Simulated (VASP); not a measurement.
# BN (P6_3mc) in VASP: notebook

The runs below take BN through single point, with LDA.

Program: VASP 6.6.1. These are calculated values, not measurements. Logs are shortened: lines on timing, memory, paths and dates and some standing lists are left out, and cuts for length are marked.

### 1 The cell of the first run

It takes space group P6_3mc (No. 186, hexagonal). The conventional cell has a = 2.574 Å, b = 2.574 Å, c = 4.008 Å, α = 90.00°, β = 90.00°, γ = 120.00°. Within 2.0 Å of B (site symmetry 3m) lie 4 N at 1.51 to 1.57 Å. N (site symmetry 3m) has 4 B at 1.51 to 1.57 Å within 2.0 Å.

### 2 Single point, LDA

Input file INCAR:

```
  ALGO = Normal
  EDIFF = 1E-6
  ENCUT = 600
  GGA = CA
  GGA_COMPAT = False
  ISIF = 2
  ISMEAR = 0
  LASPH = True
  LCHARG = True
  LELF = True
  LREAL = False
  LVHAR = True
  LWAVE = False
  NBANDS = 16
  NELM = 120
  PREC = Accurate
  SIGMA = 0.05
```

Input file KPOINTS:

```
k-points
0
Gamma
  12 12 6
```

Input file POSCAR:

```
BN
1.0
    2.5737939764      0.0000000000      0.0000000000
   -1.2868969882      2.2289709677      0.0000000000
    0.0000000000      0.0000000000      4.0082064349
B N
2 2
Direct
    0.6666666667      0.3333333333      1.0010291028
    0.3333333333      0.6666666667      0.5010291028
    0.6666666667      0.3333333333      0.6239708972
    0.3333333333      0.6666666667      0.1239708972
```

Potentials or basis: VASP PAW LDA potentials, release 64 (B, N).

Run with:

```bash
> cat potpaw_LDA.64/B/POTCAR potpaw_LDA.64/N/POTCAR > POTCAR
> mpirun -np 1 vasp_std > vasp.out
```

OUTCAR:

```text
EDIFF = 1E-6
   ENCUT = 600
   GGA = CA
   ISIF = 2
   ISMEAR = 0
   LASPH = True
   LREAL = False
   NELM = 120
   PREC = Accurate

 ion  position               nearest neighbor table
   1  0.667  0.333  0.001-   3 1.51   4 1.57   4 1.57   4 1.57
   2  0.333  0.667  0.501-   4 1.51   3 1.57   3 1.57   3 1.57
   3  0.667  0.333  0.624-   1 1.51   2 1.57   2 1.57   2 1.57
   4  0.333  0.667  0.124-   2 1.51   1 1.57   1 1.57   1 1.57

  LATTYP: Found a hexagonal cell.
 ALAT       =     2.5737939764
 C/A-ratio  =     1.5573144050

  Lattice vectors:

 A1 = (   2.5737939764,   0.0000000000,   0.0000000000)
 A2 = (  -1.2868969882,   2.2289709677,   0.0000000000)
 A3 = (   0.0000000000,   0.0000000000,   4.0082064349)

Analysis of symmetry for initial positions (statically):
=====================================================================
 Subroutine PRICEL returns:
 Original cell was already a primitive cell.

 Routine SETGRP: Setting up the symmetry group for a
 hexagonal supercell.

 Subroutine GETGRP returns: Found 12 space group operations
 (whereof  6 operations were pure point group operations)
 out of a pool of 24 trial point group operations.

The static configuration has the point symmetry C_3v.
 The point group associated with its full space group is C_6v.

Analysis of symmetry for dynamics (positions and initial velocities):
=====================================================================
 Subroutine PRICEL returns:
 Original cell was already a primitive cell.

 Routine SETGRP: Setting up the symmetry group for a
 hexagonal supercell.

 Subroutine GETGRP returns: Found 12 space group operations
 (whereof  6 operations were pure point group operations)
 out of a pool of 24 trial point group operations.

The dynamic configuration has the point symmetry C_3v.
 The point group associated with its full space group is C_6v.

 Subroutine INISYM returns: Found 12 space group operations
 (whereof  6 operations are pure point group operations),
 and found     1 'primitive' translations

----------------------------------------------------------------------------------------

                                     Primitive cell

  volume of cell :      22.9947

  direct lattice vectors                    reciprocal lattice vectors
     2.573793976  0.000000000  0.000000000     0.388531487  0.224318758  0.000000000
    -1.286896988  2.228970968  0.000000000     0.000000000  0.448637517  0.000000000
     0.000000000  0.000000000  4.008206435     0.000000000  0.000000000  0.249488148
[... 92 lines left out ...]
   IBRION =     -1    ionic relax: 0-MD 1-quasi-New 2-CG
   NFREE  =      0    steps in history (QN), initial steepest desc. (CG)
   ISIF   =      2    stress and relaxation
   ISYM   =      2    0-nonsym 1-usesym 2-fastsym
   POTIM  = 0.5000    time-step for ionic-motion
   TEBEG  =    0.0;   TEEND  =   0.0 temperature during run
   PSTRESS=    0.0 pullay stress
   NELECT =      16.0000    total number of electrons
   NUPDOWN=      -1.0000    fix difference up-down
   EMIN   =  10.00;   EMAX   =-10.00  energy-range for DOS
   EFERMI =   0.00;   METHOD = LEGACY
   ISMEAR =     0;   SIGMA  =   0.05  broadening in eV -4-tet -1-fermi 0-gaus
   EFERMI_NEDOS =   21; number of points for ismear=-14 and -15
   IALGO  =     38    algorithm
   IMIX   =      4    mixing-type and parameters
     AMIX     =   0.40;   BMIX     =  1.00
     AMIX_MAG =   1.60;   BMIX_MAG =  1.00
  volume/ion in A,a.u.               =       5.75        38.79
  Fermi-wavevector in a.u.,A,eV,Ry     =   1.450681  2.741390 28.633145  2.104477
  Thomas-Fermi vector in A             =   2.568266
   LORBIT       =      0    0 simple, 1 ext, 2 COOP (PROOUT), +10 PAW based schemes
   GGA     = CA    functional components
   LHFCALC =     F    Hartree Fock is set to
   AEXX    =    0.0000 exact exchange contribution
   IVDW    =     0    specifies the selected vdW correction
   LEPSILON=     F    determine dielectric tensor
   LRPA    =     F    only Hartree local field effects (RPA)
 non-spin polarized calculation
 Gauss-broadening in eV      SIGMA  =   0.05
  energy-cutoff  :      600.00
  volume of cell :       22.99
 maximum number of plane-waves:       782
 NGX is ok and might be reduce to    24
   NGX = 11   NGY = 11   NGZ = 17

 number of electron      16.0000002 magnetization

 Free energy of the ion-electron system (eV)
  ---------------------------------------------------
  ext. energy  EPLUGINS =         0.00000000
  ---------------------------------------------------
  free energy    TOTEN  =       -38.57756084 eV

  energy without entropy =      -38.57756084  energy(sigma->0) =      -38.57756084

 E-fermi :   8.0460     XC(G=0): -13.2208

 val. band max:        7.8283433833   @ k =   0.0000   0.0000   0.0000
 cond. band min:      13.0979975891   @ k =   0.3333   0.3333   0.0000
 fundamental gap:      5.2696542059
 Fermi energy:         8.0460132784

 k-point     1 :       0.0000    0.0000    0.0000
  band No.  band energies     occupation
      1     -12.6770      2.00000
      2      -7.7754      2.00000
      3      -3.1172      2.00000
      4       5.1770      2.00000
      5       5.1770      2.00000
      6       7.7959      2.00000
[... 433 lines left out ...]
      3      -1.2827      2.00000
      4       0.5514      2.00000
      5       1.9976      2.00000
      6       3.0528      2.00000
[... 8 lines left out ...]
     15      23.9839      0.00000
     16      24.6345      0.00000

 [... further k-points ...]

------------------------ aborting loop because EDIFF is reached ----------------------------------------

  FORCE on cell =-STRESS in cart. coord.  units (eV):
  Direction    XX          YY          ZZ          XY          YZ          ZX
  --------------------------------------------------------------------------------------
  -------------------------------------------------------------------------------------
  Total       -2.5780382     -2.5780382      6.4861091      0.0000000      0.0000000      0.0000000
  in kB     -179.6270163   -179.6270163    451.9252022      0.0000000      0.0000000      0.0000000
  external PRESSURE =      30.8903899 kB  Pullay stress =       0.0000000 kB

 VOLUME and BASIS-vectors are now :
 -----------------------------------------------------------------------------
  energy-cutoff  :      600.00
  volume of cell :       22.99
      direct lattice vectors                 reciprocal lattice vectors
     2.573793976  0.000000000  0.000000000     0.388531487  0.224318758  0.000000000
    -1.286896988  2.228970968  0.000000000     0.000000000  0.448637517  0.000000000
     0.000000000  0.000000000  4.008206435     0.000000000  0.000000000  0.249488148

 POSITION                                       TOTAL-FORCE (eV/Angst)
 -----------------------------------------------------------------------------------
      1.28690      0.74299      0.00412        -0.000000      0.000000      0.012854
     -0.00000      1.48598      2.00823         0.000000     -0.000000      0.012854
      1.28690      0.74299      2.50100        -0.000000      0.000000     -0.012854
     -0.00000      1.48598      0.49690         0.000000      0.000000     -0.012854
 -----------------------------------------------------------------------------------
    total drift:                                0.000000      0.000000     -0.000333

  FREE ENERGIE OF THE ION-ELECTRON SYSTEM (eV)
  ---------------------------------------------------
  free  energy   TOTEN  =       -38.5775608395 eV

  energy  without entropy=      -38.5775608395  energy(sigma->0) =      -38.57756084
```

OSZICAR:

```text
N       E                     dE             d eps       ncg     rms          rms(c)
DAV:   1     0.415298869572E+02    0.41530E+02   -0.91836E+03  2440   0.110E+03
DAV:   2    -0.386444294706E+02   -0.80174E+02   -0.74277E+02  3416   0.233E+02
DAV:   3    -0.409960850502E+02   -0.23517E+01   -0.23449E+01  2864   0.362E+01
DAV:   4    -0.410010619660E+02   -0.49769E-02   -0.49766E-02  2888   0.203E+00
DAV:   5    -0.410010749139E+02   -0.12948E-04   -0.12948E-04  2824   0.938E-02    0.947E+00
DAV:   6    -0.388753563954E+02    0.21257E+01   -0.25993E+00  3008   0.143E+01    0.432E+00
DAV:   7    -0.386439794579E+02    0.23138E+00   -0.30044E-01  3120   0.433E+00    0.261E+00
DAV:   8    -0.385791251177E+02    0.64854E-01   -0.81603E-02  2960   0.211E+00    0.264E-01
DAV:   9    -0.385776054715E+02    0.15196E-02   -0.28345E-03  2704   0.528E-01    0.148E-01
DAV:  10    -0.385775617536E+02    0.43718E-04   -0.17350E-04  2984   0.117E-01    0.182E-02
DAV:  11    -0.385775610379E+02    0.71571E-06   -0.15995E-05  2944   0.347E-02    0.132E-02
DAV:  12    -0.385775608395E+02    0.19833E-06   -0.15203E-06  1824   0.116E-02
   1 F= -.38577561E+02 E0= -.38577561E+02  d E =-.384257E-12
```

stdout:

```text
POSCAR found type information on POSCAR B N
 POSCAR found :  2 types and       4 ions
 scaLAPACK will be used
 LDA part: xc-table for (Slater(with rela. corr.)+CA(PZ))
 , standard interpolation
 POSCAR, INCAR and KPOINTS ok, starting setup
 FFT: planning ... GRIDC
 FFT: planning ... GRID_SOFT
 FFT: planning ... GRID
 WAVECAR not read
 entering main loop
```

Wall time 36 s (1 thread of Intel Xeon 8259CL, shared host); peak memory 0.15 GiB.

Results:

```
Free energy            : -38.5776 eV
Pressure               : 3.1 GPa
Largest force          : 0.013 eV/Å
Band gap on the k mesh : 5.27 eV (least direct gap 7.84 eV)
```

Forces in eV/Å, atoms in the order of the input:
```
B    0.000  0.000  0.013
B    0.000  0.000  0.013
N    0.000  0.000 -0.013
N    0.000  0.000 -0.013
```

Caveat: the cell differs from its parent crystal (strain +e along x and -e along y +0.0000, strain +e along z and -e/2 along x and y -0.0400); the cell stands under pressure. A k mesh can miss the band edges.

[end of part 1 of 2]
